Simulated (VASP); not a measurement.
A run of VASP 6.6.1 is set up as follows.

File POSCAR:

```
Al
1.0
    0.0000000000      3.8561654466      3.8561654466
    3.8561654466      0.0000000000      3.8561654466
    3.8561654466      3.8561654466      0.0000000000
Al
4
Direct
    0.1250000000      0.1250000000      0.1250000000
    0.6250000000      0.1250000000      0.1250000000
    0.1250000000      0.6250000000      0.1250000000
    0.1250000000      0.1250000000      0.6250000000
```

File INCAR.step1:

```
SYSTEM = Al
PREC = Accurate
ENCUT = 440
ISMEAR = 0
SIGMA = 0.1
LREAL = .FALSE.
LASPH = .TRUE.
NELM = 120
NBANDS = 14
GGA = PE
ALGO = Normal
EDIFF = 1E-5
LWAVE = .TRUE.
LCHARG = .FALSE.
GGA_COMPAT = .FALSE.
```

INCAR.step2

```
SYSTEM = Al
PREC = Accurate
ENCUT = 440
EDIFF = 1E-6
ISMEAR = 0
SIGMA = 0.1
LREAL = .FALSE.
LASPH = .TRUE.
NELM = 120
ALGO = Normal
ISIF = 2
LWAVE = .FALSE.
LCHARG = .FALSE.
METAGGA = R2SCAN
LMIXTAU = .TRUE.
NBANDS = 14
ISTART = 1
GGA_COMPAT = .FALSE.
```

File KPOINTS:

```
regular mesh
0
G
  8 8 8
  0 0 0
```

Potentials or basis: VASP PAW PBE potentials, release 64 (Al).

The run is started by

```console
$ cat potpaw_PBE.64/Al/POTCAR > POTCAR
$ cp INCAR.step1 INCAR
$ mpirun -np 1 vasp_std > vasp.out
$ cp INCAR.step2 INCAR
$ mpirun -np 1 vasp_std > vasp.out
```

What does it give for the pressure?

-2.3 GPa.

Estimate the band gap on the k mesh.

zero (band 6 reaches 3.02 eV, above the bottom of band 7 at 1.68 eV).

Caveat: the PAW data sets were made with another functional, which shifts forces and pressure a little.
